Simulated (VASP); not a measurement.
# Zn2CdSe3 (P6/mmm) in VASP: single point with PBE

Aim: the single point of Zn2CdSe3 with PBE.

Everything below comes from runs of VASP 6.6.1. Logs are shortened: lines on timing, memory, paths and dates and some standing lists are left out, and cuts for length are marked.

**1. The cell of the first run**

It takes space group P6/mmm (No. 191, hexagonal). The conventional cell has a = 6.331 Å, b = 6.331 Å, c = 4.129 Å, α = 90.00°, β = 90.00°, γ = 120.00°. Within 3.6 Å of Zn (site symmetry -6m2) lie 6 Se at 2.76 Å. Cd (site symmetry 6/mmm) has 6 Zn at 3.65 Å and 12 Se at 3.78 Å and 2 Cd at 4.13 Å within 4.8 Å. Within 3.6 Å of Se (site symmetry mmm) lie 4 Zn at 2.76 Å and 4 Se at 3.17 Å.

**2. Single point, PBE**

INCAR reads:

```
PREC = Accurate
ENCUT = 520
EDIFF = 1E-6
ISMEAR = 0
SIGMA = 0.1
LREAL = F
LASPH = T
NELM = 100
ALGO = Normal
ISIF = 2
LWAVE = F
LCHARG = F
GGA = PE
NBANDS = 36
```

KPOINTS reads:

```
Automatic mesh
0
Gamma
  3 3 4
```

POSCAR reads:

```
Zn2CdSe3
1.0
    6.3305189300      0.0000000000      0.0000000000
   -3.1652594700      5.4823902200      0.0000000000
    0.0000000000      0.0000000000      4.1290565300
Zn Cd Se
2 1 3
Direct
    0.6666666700      0.3333333300      0.0000000000
    0.3333333300      0.6666666700      0.0000000000
    0.0000000000      0.0000000000      0.0000000000
    0.5000000000      0.5000000000      0.5000000000
    0.5000000000      0.0000000000      0.5000000000
    0.0000000000      0.5000000000      0.5000000000
```

Potentials or basis: VASP PAW PBE potentials, release 64 (Zn, Cd, Se).

Run with:

```bash
$ cat potpaw_PBE.64/Zn/POTCAR potpaw_PBE.64/Cd/POTCAR potpaw_PBE.64/Se/POTCAR > POTCAR
$ mpirun -np 1 vasp_std > vasp.out
```

OUTCAR:

```text
PREC = Accurate
   ENCUT = 520
   EDIFF = 1E-6
   ISMEAR = 0
   LREAL = F
   LASPH = T
   NELM = 100
   ISIF = 2
   GGA = PE

 ion  position               nearest neighbor table
   1  0.667  0.333  0.000-   6 2.76   6 2.76   5 2.76   5 2.76   4 2.76   4 2.76
   2  0.333  0.667  0.000-   6 2.76   6 2.76   5 2.76   5 2.76   4 2.76   4 2.76
   3  0.000  0.000  0.000-
   4  0.500  0.500  0.500-   1 2.76   2 2.76   1 2.76   2 2.76
   5  0.500  0.000  0.500-   1 2.76   2 2.76   1 2.76   2 2.76
   6  0.000  0.500  0.500-   1 2.76   2 2.76   1 2.76   2 2.76

  LATTYP: Found a hexagonal cell.
 ALAT       =     6.3305189300
 C/A-ratio  =     0.6522461390

  Lattice vectors:

 A1 = (   6.3305189300,   0.0000000000,   0.0000000000)
 A2 = (  -3.1652594700,   5.4823902200,   0.0000000000)
 A3 = (   0.0000000000,   0.0000000000,   4.1290565300)

Analysis of symmetry for initial positions (statically):
=====================================================================
 Subroutine PRICEL returns:
 Original cell was already a primitive cell.

 Routine SETGRP: Setting up the symmetry group for a
 hexagonal supercell.

 Subroutine GETGRP returns: Found 24 space group operations
 (whereof 24 operations were pure point group operations)
 out of a pool of 24 trial point group operations.

The static configuration has the point symmetry D_6h.

Analysis of symmetry for dynamics (positions and initial velocities):
=====================================================================
 Subroutine PRICEL returns:
 Original cell was already a primitive cell.

 Routine SETGRP: Setting up the symmetry group for a
 hexagonal supercell.

 Subroutine GETGRP returns: Found 24 space group operations
 (whereof 24 operations were pure point group operations)
 out of a pool of 24 trial point group operations.

The dynamic configuration has the point symmetry D_6h.

 Subroutine INISYM returns: Found 24 space group operations
 (whereof 24 operations are pure point group operations),
 and found     1 'primitive' translations

----------------------------------------------------------------------------------------

                                     Primitive cell

  volume of cell :     143.3046

  direct lattice vectors                    reciprocal lattice vectors
     6.330518930  0.000000000  0.000000000     0.157964933  0.091201097  0.000000000
    -3.165259470  5.482390220  0.000000000     0.000000000  0.182402193  0.000000000
     0.000000000  0.000000000  4.129056530     0.000000000  0.000000000  0.242186076

  length of vectors
     6.330518930  6.330518939  4.129056530     0.182402193  0.182402193  0.242186076

  position of ions in fractional coordinates (direct lattice)
     0.666666670  0.333333330  0.000000000
     0.333333330  0.666666670  0.000000000
     0.000000000  0.000000000  0.000000000
     0.500000000  0.500000000  0.500000000
     0.500000000  0.000000000  0.500000000
     0.000000000  0.500000000  0.500000000

  ion indices of the primitive-cell ions
   primitive index   ion index
                 1           1
                 2           2
                 3           3
                 4           4
                 5           5
                 6           6

----------------------------------------------------------------------------------------

 KPOINTS: Automatic mesh

Automatic generation of k-mesh.
 Grid dimensions read from file:
 generate k-points for:    3    3    4

 Generating k-lattice:

  Cartesian coordinates                     Fractional coordinates (reciprocal lattice)
     0.052654978  0.030400366  0.000000000     0.333333333  0.000000000  0.000000000
     0.000000000  0.060800731  0.000000000     0.000000000  0.333333333  0.000000000
     0.000000000  0.000000000  0.060546519     0.000000000  0.000000000  0.250000000

  Length of vectors
     0.060800731  0.060800731  0.060546519

  Shift w.r.t. Gamma in fractional coordinates (k-lattice)
     0.000000000  0.000000000  0.000000000

 Subroutine IBZKPT returns following result:
 ===========================================

 Found      9 irreducible k-points:

 Following reciprocal coordinates:
            Coordinates               Weight
  0.000000  0.000000  0.000000      1.000000
  0.333333 -0.000000  0.000000      6.000000
  0.333333  0.333333  0.000000      2.000000
  0.000000  0.000000  0.250000      2.000000
  0.333333 -0.000000  0.250000     12.000000
  0.333333  0.333333  0.250000      4.000000
  0.000000  0.000000  0.500000      1.000000
  0.333333 -0.000000  0.500000      6.000000
  0.333333  0.333333  0.500000      2.000000
   k-points           NKPTS =      9   k-points in BZ     NKDIM =      9   number of bands    NBANDS=     36
   number of dos      NEDOS =    301   number of ions     NIONS =      6
   total plane-waves  NPLWV =  73728
   dimension x,y,z NGX =    48 NGY =   48 NGZ =   32
   dimension x,y,z NGXF=    96 NGYF=   96 NGZF=   64
   ions per type =               2   1   3
   NGX,Y,Z   is equivalent  to a cutoff of  12.61, 12.61, 12.88 a.u.
   NGXF,Y,Z  is equivalent  to a cutoff of  25.21, 25.21, 25.77 a.u.
 SYSTEM =  unknown system
   PREC   = accura    normal or accurate (medium, high low for compatibility)
   ISTART =      0    job   : 0-new  1-cont  2-samecut
   ICHARG =      2    charge: 1-file 2-atom 10-const
   ISPIN  =      1    spin polarized calculation?
   LNONCOLLINEAR =      F non collinear calculations
   LSORBIT =      F    spin-orbit coupling
   LASPH  =      T    aspherical Exc in radial PAW
   ENCUT  =  520.0 eV  38.22 Ry    6.18 a.u.  11.77 11.77  7.68*2*pi/ulx,y,z
   NELM   =    100;   NELMIN=  2; NELMDL= -5     # of ELM steps
   EDIFF  = 0.1E-05   stopping-criterion for ELM
   LREAL  =      F    real-space projection
   EDIFFG = 0.1E-04   stopping-criterion for IOM
   NSW    =      0    number of steps for IOM
   IBRION =     -1    ionic relax: 0-MD 1-quasi-New 2-CG
   NFREE  =      0    steps in history (QN), initial steepest desc. (CG)
   ISIF   =      2    stress and relaxation
   ISYM   =      2    0-nonsym 1-usesym 2-fastsym
   POTIM  = 0.5000    time-step for ionic-motion
   TEBEG  =    0.0;   TEEND  =   0.0 temperature during run
   PSTRESS=    0.0 pullay stress
   NELECT =      54.0000    total number of electrons
   NUPDOWN=      -1.0000    fix difference up-down
   EMIN   =  10.00;   EMAX   =-10.00  energy-range for DOS
   EFERMI =   0.00;   METHOD = LEGACY
   ISMEAR =     0;   SIGMA  =   0.10  broadening in eV -4-tet -1-fermi 0-gaus
   EFERMI_NEDOS =   21; number of points for ismear=-14 and -15
   IALGO  =     38    algorithm
   IMIX   =      4    mixing-type and parameters
     AMIX     =   0.40;   BMIX     =  1.00
     AMIX_MAG =   1.60;   BMIX_MAG =  1.00
  volume/ion in A,a.u.               =      23.88       161.18
  Fermi-wavevector in a.u.,A,eV,Ry     =   1.182459  2.234523 19.023789  1.398209
  Thomas-Fermi vector in A             =   2.318713
   LORBIT       =      0    0 simple, 1 ext, 2 COOP (PROOUT), +10 PAW based schemes
   GGA     = PE    functional components
   LHFCALC =     F    Hartree Fock is set to
   AEXX    =    0.0000 exact exchange contribution
   IVDW    =     0    specifies the selected vdW correction
   LEPSILON=     F    determine dielectric tensor
   LRPA    =     F    only Hartree local field effects (RPA)
 non-spin polarized calculation
 Gauss-broadening in eV      SIGMA  =   0.10
  energy-cutoff  :      520.00
  volume of cell :      143.30
 maximum number of plane-waves:      3892
 NGX is ok and might be reduce to    48
   NGX = 23   NGY = 23   NGZ = 15

 number of electron      53.9999967 magnetization

 Free energy of the ion-electron system (eV)
  ---------------------------------------------------
  ext. energy  EPLUGINS =         0.00000000
  ---------------------------------------------------
  free energy    TOTEN  =       -12.70940614 eV

  energy without entropy =      -12.69015011  energy(sigma->0) =      -12.69977813

 E-fermi :   2.2981     XC(G=0):  -9.6248

 val. band max:        2.1806548286   @ k =   0.0000   0.0000   0.5000
 cond. band min:       2.3083013012   @ k =   0.3333   0.3333   0.5000
 fundamental gap:      0.1276464726
 Fermi energy:         2.2980668942

 k-point     1 :       0.0000    0.0000    0.0000
  band No.  band energies     occupation
      1     -11.8471      2.00000
      2      -9.9438      2.00000
      3      -9.9438      2.00000
      4      -5.4370      2.00000
      5      -5.4014      2.00000
      6      -5.3526      2.00000
[... 28 lines left out ...]
     35       6.8570      0.00000
     36       8.9527      0.00000

 k-point     2 :       0.3333   -0.0000    0.0000
  band No.  band energies     occupation
      1     -11.5463      2.00000
      2     -10.5111      2.00000
      3      -9.9615      2.00000
      4      -5.3958      2.00000
      5      -5.3799      2.00000
      6      -5.3726      2.00000
[... 28 lines left out ...]
     35       8.1294      0.00000
     36       8.4032      0.00000

 k-point     3 :       0.3333    0.3333    0.0000
  band No.  band energies     occupation
      1     -11.0786      2.00000
      2     -11.0786      2.00000
      3      -9.9902      2.00000
      4      -5.3936      2.00000
      5      -5.3872      2.00000
      6      -5.3872      2.00000
[... 28 lines left out ...]
     35       8.6392      0.00000
     36       8.6392      0.00000
[... 157 lines left out ...]
 k-point     8 :       0.3333   -0.0000    0.5000
  band No.  band energies     occupation
      1     -11.1673      2.00000
      2     -10.2545      2.00000
      3      -9.8153      2.00000
      4      -5.4038      2.00000
      5      -5.3728      2.00000
      6      -5.3625      2.00000
[... 28 lines left out ...]
     35       8.8822      0.00000
     36       9.2353      0.00000

 k-point     9 :       0.3333    0.3333    0.5000
  band No.  band energies     occupation
      1     -10.7498      2.00000
      2     -10.7498      2.00000
      3      -9.8371      2.00000
      4      -5.3980      2.00000
      5      -5.3980      2.00000
      6      -5.3400      2.00000
[... 28 lines left out ...]
     35       9.4675      0.00000
     36       9.9091      0.00000

------------------------ aborting loop because EDIFF is reached ----------------------------------------

  FORCE on cell =-STRESS in cart. coord.  units (eV):
  Direction    XX          YY          ZZ          XY          YZ          ZX
  --------------------------------------------------------------------------------------
  -------------------------------------------------------------------------------------
  Total        0.3840167      0.3840167     -5.4479638     -0.0000000      0.0000000      0.0000000
  in kB        4.2933930      4.2933930    -60.9094544     -0.0000000      0.0000000      0.0000000
  external PRESSURE =     -17.4408895 kB  Pullay stress =       0.0000000 kB

 VOLUME and BASIS-vectors are now :
 -----------------------------------------------------------------------------
  energy-cutoff  :      520.00
  volume of cell :      143.30
      direct lattice vectors                 reciprocal lattice vectors
     6.330518930  0.000000000  0.000000000     0.157964933  0.091201097  0.000000000
    -3.165259470  5.482390220  0.000000000     0.000000000  0.182402193  0.000000000
     0.000000000  0.000000000  4.129056530     0.000000000  0.000000000  0.242186076

 POSITION                                       TOTAL-FORCE (eV/Angst)
 -----------------------------------------------------------------------------------
      3.16526      1.82746      0.00000        -0.000000     -0.000000     -0.000000
     -0.00000      3.65493      0.00000         0.000000      0.000000      0.000000
      0.00000      0.00000      0.00000        -0.000000     -0.000000      0.000000
      1.58263      2.74120      2.06453        -0.000000     -0.000000      0.000000
      3.16526      0.00000      2.06453        -0.000000     -0.000000      0.000000
     -1.58263      2.74120      2.06453        -0.000000     -0.000000      0.000000
 -----------------------------------------------------------------------------------
    total drift:                               -0.000000      0.000000     -0.000000

  FREE ENERGIE OF THE ION-ELECTRON SYSTEM (eV)
  ---------------------------------------------------
  free  energy   TOTEN  =       -12.7094061377 eV

  energy  without entropy=      -12.6901501147  energy(sigma->0) =      -12.69977813
```

Wall time 24 s (1 thread of AMD EPYC 9R45 (Zen 5), shared host); peak memory 0.24 GiB.

Results:

- Free energy: -12.7094 eV
- Pressure: -1.7 GPa
- Band gap on the k mesh: zero (band 27 reaches 3.04 eV, above the bottom of band 28 at 2.31 eV)

Stress tensor (GPa, compression positive):
```
 0.43  0.00  0.00
 0.00  0.43  0.00
 0.00  0.00 -6.09
```

Levels at points of the mesh, in eV from the Fermi level:
| k point | band 25 | band 26 | band 27 | band 28 | band 29 | band 30 |
| --- | --- | --- | --- | --- | --- | --- |
| (0.00, 0.00, 0.00) | -0.87 | -0.66 | 0.55 | 0.77 | 0.77 | 2.95 |
| (0.00, 0.00, 0.50) | -2.03 | -0.12 | 0.75 | 1.22 | 1.22 | 1.50 |

Caveat: the k points lie up to 0.38 Å⁻¹ apart.
